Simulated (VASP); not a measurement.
# Rh (P6_3/mmc) in VASP: further runs, part 2 of 2

VASP 6.6.1. Earlier steps stand in the parts before.

## Step 3: Single point, PBEsol (strain -0.0450 x Voigt [1, 1, 0, 0, 0, 0])

INCAR

```
PREC = Accurate
ENCUT = 520
EDIFF = 1E-6
ISMEAR = 0
SIGMA = 0.15
LREAL = False
LASPH = True
NELM = 60
ALGO = Fast
ISIF = 2
LWAVE = False
LCHARG = False
GGA = PS
NBANDS = 22
```

KPOINTS

```
regular mesh
0
Gamma
  24 24 14
```

POSCAR

```
Rh
1.0
    2.5677429612      0.0000000000      0.0000000000
   -1.2838714806      2.2237306348      0.0000000000
    0.0000000000      0.0000000000      4.3290202437
Rh
2
Direct
    0.6666666667      0.3333333333      0.7500000000
    0.3333333333      0.6666666667      0.2500000000
```

Potentials or basis: VASP PAW PBE potentials, release 64 (Rh_pv).

On the command line:

```
> cat potpaw_PBE.64/Rh_pv/POTCAR > POTCAR
> mpirun -np 1 vasp_std > vasp.out
```

OUTCAR:

```text
PREC = Accurate
   ENCUT = 520
   EDIFF = 1E-6
   ISMEAR = 0
   LREAL = False
   LASPH = True
   NELM = 60
   ISIF = 2
   GGA = PS

 ion  position               nearest neighbor table
   1  0.667  0.333  0.750-   2 2.62   2 2.62   2 2.62   2 2.62   2 2.62   2 2.62
   2  0.333  0.667  0.250-   1 2.62   1 2.62   1 2.62   1 2.62   1 2.62   1 2.62

  LATTYP: Found a hexagonal cell.
 ALAT       =     2.5677429612
 C/A-ratio  =     1.6859242958

  Lattice vectors:

 A1 = (   2.5677429612,   0.0000000000,   0.0000000000)
 A2 = (  -1.2838714806,   2.2237306348,   0.0000000000)
 A3 = (   0.0000000000,   0.0000000000,   4.3290202437)

Analysis of symmetry for initial positions (statically):
=====================================================================
 Subroutine PRICEL returns:
 Original cell was already a primitive cell.

 Routine SETGRP: Setting up the symmetry group for a
 hexagonal supercell.

 Subroutine GETGRP returns: Found 24 space group operations
 (whereof 12 operations were pure point group operations)
 out of a pool of 24 trial point group operations.

The static configuration has the point symmetry D_3d.
 The point group associated with its full space group is D_6h.

Analysis of symmetry for dynamics (positions and initial velocities):
=====================================================================
 Subroutine PRICEL returns:
 Original cell was already a primitive cell.

 Routine SETGRP: Setting up the symmetry group for a
 hexagonal supercell.

 Subroutine GETGRP returns: Found 24 space group operations
 (whereof 12 operations were pure point group operations)
 out of a pool of 24 trial point group operations.

The dynamic configuration has the point symmetry D_3d.
 The point group associated with its full space group is D_6h.

 Subroutine INISYM returns: Found 24 space group operations
 (whereof 12 operations are pure point group operations),
 and found     1 'primitive' translations

[... 112 lines left out ...]
   IMIX   =      4    mixing-type and parameters
     AMIX     =   0.40;   BMIX     =  1.00
     AMIX_MAG =   1.60;   BMIX_MAG =  1.00
  volume/ion in A,a.u.               =      12.36        83.40
  Fermi-wavevector in a.u.,A,eV,Ry     =   1.746254  3.299942 41.489657  3.049404
  Thomas-Fermi vector in A             =   2.817784
   LORBIT       =      0    0 simple, 1 ext, 2 COOP (PROOUT), +10 PAW based schemes
   GGA     = PS    functional components
   LHFCALC =     F    Hartree Fock is set to
   AEXX    =    0.0000 exact exchange contribution
   IVDW    =     0    specifies the selected vdW correction
   LEPSILON=     F    determine dielectric tensor
   LRPA    =     F    only Hartree local field effects (RPA)
 non-spin polarized calculation
 RMM-DIIS sequential band-by-band and
 Gauss-broadening in eV      SIGMA  =   0.15
  energy-cutoff  :      520.00
  volume of cell :       24.72
 maximum number of plane-waves:       680
 NGX is ok and might be reduce to    20
   NGX =  9   NGY =  9   NGZ = 17

 number of electron      30.0000011 magnetization

 Free energy of the ion-electron system (eV)
  ---------------------------------------------------
  ext. energy  EPLUGINS =         0.00000000
  ---------------------------------------------------
  free energy    TOTEN  =       -15.94228526 eV

  energy without entropy =      -15.91281773  energy(sigma->0) =      -15.92755150

 E-fermi :  13.8977     XC(G=0): -14.9123

 val. band max:       13.8952015790   @ k =   0.3750   0.0000   0.0000
 cond. band min:      13.8990038794   @ k =   0.5000   0.0000   0.2143
 fundamental gap:      0.0038023004
 Fermi energy:        13.8977408352

 k-point     1 :       0.0000    0.0000    0.0000
  band No.  band energies     occupation
      1     -33.6716      2.00000
      2     -32.7793      2.00000
      3     -32.7793      2.00000
      4     -32.6911      2.00000
      5     -32.6596      2.00000
      6     -32.6596      2.00000
[... 589 lines left out ...]
     21      27.8917      0.00000
     22      28.4551      0.00000

 [... further k-points ...]

------------------------ aborting loop because EDIFF is reached ----------------------------------------

  FORCE on cell =-STRESS in cart. coord.  units (eV):
  Direction    XX          YY          ZZ          XY          YZ          ZX
  --------------------------------------------------------------------------------------
  -------------------------------------------------------------------------------------
  Total        6.2523936      6.2523936      3.5057498      0.0000000      0.0000000      0.0000000
  in kB      405.2598196    405.2598196    227.2313042      0.0000000      0.0000000      0.0000000
  external PRESSURE =     345.9169811 kB  Pullay stress =       0.0000000 kB

 VOLUME and BASIS-vectors are now :
 -----------------------------------------------------------------------------
  energy-cutoff  :      520.00
  volume of cell :       24.72
      direct lattice vectors                 reciprocal lattice vectors
     2.567742961  0.000000000  0.000000000     0.389447081  0.224847377  0.000000000
    -1.283871481  2.223730635  0.000000000     0.000000000  0.449694754  0.000000000
     0.000000000  0.000000000  4.329020244     0.000000000  0.000000000  0.230999151

 POSITION                                       TOTAL-FORCE (eV/Angst)
 -----------------------------------------------------------------------------------
      1.28387      0.74124      3.24677         0.000000      0.000000      0.000000
     -0.00000      1.48249      1.08226        -0.000000      0.000000      0.000000
 -----------------------------------------------------------------------------------
    total drift:                               -0.000000      0.000000     -0.000000

  FREE ENERGIE OF THE ION-ELECTRON SYSTEM (eV)
  ---------------------------------------------------
  free  energy   TOTEN  =       -15.9422852615 eV

  energy  without entropy=      -15.9128177344  energy(sigma->0) =      -15.92755150
```

stdout:

```text
POSCAR found type information on POSCAR Rh
 POSCAR found :  1 types and       2 ions
 scaLAPACK will be used
 -----------------------------------------------------------------------------
|                                                                             |
|                                                                             |
|     You enforced a specific xc type in the INCAR file but a different       |
|     I HOPE YOU KNOW WHAT YOU ARE DOING!                                     |
|                                                                             |
 -----------------------------------------------------------------------------

 LDA part: xc-table for (Slater+PW92), standard interpolation
 POSCAR, INCAR and KPOINTS ok, starting setup
 FFT: planning ... GRIDC
 FFT: planning ... GRID_SOFT
 FFT: planning ... GRID
 WAVECAR not read
 entering main loop
```

It took 2.8 min on 1 thread of Intel Xeon Platinum 8375C at 2.90GHz (Ice Lake), shared host; peak memory 0.3 GiB.

Results:

```
Free energy            : -15.9423 eV
Pressure               : 34.6 GPa
Band gap on the k mesh : zero (bands 15 and 16 overlap by 3.09 eV)
```

Stress tensor (GPa, compression positive):
```
40.53  0.00  0.00
 0.00 40.53  0.00
 0.00  0.00 22.72
```

Caveat: the cell differs from its parent crystal (strain -0.0450 x Voigt [1, 1, 0, 0, 0, 0]); the stress differs along the axes, from 23 to 41 GPa; the PAW data sets were made with another functional, which shifts forces and pressure a little.
